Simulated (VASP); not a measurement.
A run of VASP 6.6.1 is set up as follows.

INCAR

```
SYSTEM = TiCo
ALGO = Normal
EDIFF = 1E-7
ENCUT = 520
GGA = PE
ISIF = 2
ISMEAR = -1
ISPIN = 2
LASPH = .True.
LCHARG = .False.
LMAXMIX = 4
LORBIT = 11
LREAL = .False.
LWAVE = .False.
MAGMOM = 0 0.44
NBANDS = 22
NELM = 150
NUPDOWN = 0.44
PREC = Accurate
SIGMA = 0.03
```

KPOINTS

```
k-points
0
Gamma
  13 13 13
  0 0 0
```

POSCAR

```
TiCo
1.0
    2.9861109900      0.0000000000      0.0000000000
    0.0000000000      2.9861109900      0.0000000000
    0.0000000000      0.0000000000      2.9861109900
Ti Co
1 1
Direct
    0.0000000000      0.0000000000      0.0000000000
    0.5000000000      0.5000000000      0.5000000000
```

Potentials or basis: VASP PAW PBE potentials, release 64 (Ti_sv, Co).

The run is started by

```sh
$ cat potpaw_PBE.64/Ti_sv/POTCAR potpaw_PBE.64/Co/POTCAR > POTCAR
$ mpirun -np 1 vasp_std > vasp.out
```

Q: Predict the pressure.

A: -2.0 GPa.

Caveat: the total moment is fixed, so each spin has its own Fermi level and the state may be an excited one.
